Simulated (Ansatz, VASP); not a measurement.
**Two plane-wave programs on MgS**

```xyz
2
Lattice="5.1325 0.0000 0.0000 -2.5662 4.4448 0.0000 0.0000 0.0000 4.4421" Properties=species:S:1:pos:R:3 pbc="T T T"
Mg    0.0000    0.0000    4.6337
S     0.0000    0.0000    2.4126
```

Alike in both runs: functional PBE; k mesh 6 × 6 × 4; occupations gaussian, width 0.1 eV; no spin polarisation.

Ansatz relaxed the structure, and its values are those at the end. VASP's run is a single point on that final structure, the one shown.

|  | VASP | Ansatz |
| --- | --- | --- |
| version | VASP 6.6.1 | Ansatz 0.2.0 |
| potentials or method | VASP PAW PBE potentials, release 64 (Mg, S), cutoff 520 eV | scalar-relativistic, plane waves, PAW |
| valence electrons in the cell | 8 | 16 |

Ansatz gave:

* gap on the k mesh at the Fermi level (eV): 1.69
* least direct gap on the mesh (eV): 1.94
* pressure (GPa): 0.3

Problem. Which values does VASP return?

Solution. gap on the k mesh at the Fermi level (eV): 1.70; least direct gap on the mesh (eV): 1.94; pressure (GPa): 0.3.

With one functional, cell and mesh, what is left measures potentials, basis and numerics. VASP's potentials hold 8 valence electrons a cell and Ansatz's 16, so a difference there can come from the potentials and not from the codes.
